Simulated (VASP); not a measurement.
A run of VASP 6.6.1 is set up as follows.

File INCAR:

```
  PREC = Accurate
  ENCUT = 520
  EDIFF = 1E-6
  ISMEAR = -1
  SIGMA = 0.1
  LREAL = False
  LASPH = True
  NELM = 150
  ALGO = Normal
  ISIF = 2
  LWAVE = False
  LCHARG = True
  ISPIN = 2
  MAGMOM = 8.24 8.24
  LORBIT = 11
  LMAXMIX = 6
  LDAU = True
  LDAUTYPE = 1
  LDAUL = 3
  LDAUU = 7.91
  LDAUJ = 0.63
  LDAUPRINT = 1
  GGA = PE
  LELF = True
  LVHAR = True
  ISYM = 0
  NBANDS = 29
```

KPOINTS

```
Automatic mesh
0
Gamma
  7 7 4
```

Contents of POSCAR:

```
Gd
1.0
    3.6465368500      0.0000000000      0.0000000000
   -1.8232684300      3.1579973800      0.0000000000
    0.0000000000      0.0000000000      5.8240087100
Gd
2
Direct
    0.3333300000      0.6666700000      0.2500000000
    0.6666600000      0.3333300000      0.7500000000
```

Potentials or basis: VASP PAW PBE potentials, release 64 (Gd).

Run with:

```sh
$ cat potpaw_PBE.64/Gd/POTCAR > POTCAR
$ mpirun -np 1 vasp_std > vasp.out
```

Question: Estimate the pressure.

Answer: 0.7 GPa.

Question: Predict the net moment.

Answer: 15.58 μB per cell.

Question: Estimate the site moments.

Answer: Gd +7.11 μB.

Eigenvalues of the final occupation matrices:
```
    site  spin  trace                         eigenvalues
site 1 f     1   6.93  0.99 0.99 0.99 0.99 0.99 0.99 0.99
site 1 f     2   0.00  0.00 0.00 0.00 0.00 0.00 0.00 0.00
site 2 f     1   6.93  0.99 0.99 0.99 0.99 0.99 0.99 0.99
site 2 f     2   0.00  0.00 0.00 0.00 0.00 0.00 0.00 0.00
```

Caveat: spin-orbit coupling is left out, which moves the levels of the heavy elements. The state reached can hang on the start; a lower one may exist.
